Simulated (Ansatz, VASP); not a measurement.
Two plane-wave programs on BN

Contents of INCAR:

```
SYSTEM = BN
  PREC = Accurate
  ENCUT = 520
  EDIFF = 1E-7
  ISMEAR = 0
  SIGMA = 0.05
  LREAL = .FALSE.
  LASPH = .TRUE.
  NELM = 80
  ALGO = Normal
  ISIF = 2
  LWAVE = .FALSE.
  LCHARG = .FALSE.
  NBANDS = 16
```

KPOINTS

```
Automatic mesh
0
G
  12 12 4
  0 0 0
```

POSCAR

```
BN
1.0
    2.3868090766      0.0000000000      0.0000000000
   -1.1934045383      2.0670372943      0.0000000000
    0.0000000000      0.0000000000      6.3823274707
B N
2 2
Direct
    0.3333333333      0.6666666667      0.2500000000
    0.6666666667      0.3333333333      0.7500000000
    0.3333333333      0.6666666667      0.7500000000
    0.6666666667      0.3333333333      0.2500000000
```

Input for Ansatz:

```yaml
crystal:
  lattice:
    - [2.3868090766, 0.0, 0.0]
    - [-1.1934045383, 2.0670372943, 0.0]
    - [0.0, 0.0, 6.3823274707]
  atoms:
    - { symbol: B, position: [0.3333333333, 0.6666666667, 0.25] }
    - { symbol: B, position: [0.6666666667, 0.3333333333, 0.75] }
    - { symbol: "N", position: [0.3333333333, 0.6666666667, 0.75] }
    - { symbol: "N", position: [0.6666666667, 0.3333333333, 0.25] }
basis:
  ecutwfc: 520.0
kpoints:
  mp_grid: { grid: [12, 12, 4] }
hamiltonian:
  xc: lda
  pseudopotentials: { kind: paw, azcp: { folder: soft_1 } }
scf:
  occupations: { method: gaussian, width: 0.05 }
output:
  forces: true
  stress: true
  eigenvalues: true
```

Alike in both runs: task single point; functional LDA; k mesh 12 × 12 × 4; occupations gaussian, width 0.05 eV; no spin polarisation.

|  | VASP | Ansatz |
| --- | --- | --- |
| version | VASP 6.6.1 | Ansatz 0.2.0 |
| potentials or method | VASP PAW LDA potentials, release 64 (B, N), cutoff 520 eV | scalar-relativistic, plane waves, PAW |
| valence electrons in the cell | 16 | 16 |

VASP gave:

```
gap on the k mesh at the Fermi level (eV) : 4.21
least direct gap on the mesh (eV)         : 4.72
```

Question: Which values does Ansatz return?

Answer: gap on the k mesh at the Fermi level (eV): 4.23; least direct gap on the mesh (eV): 4.73.

Ansatz warns that its potentials were made for another functional, while VASP's fit it. LDA's correlation is that of Perdew and Zunger in VASP and of Perdew and Wang (1992) in Ansatz.
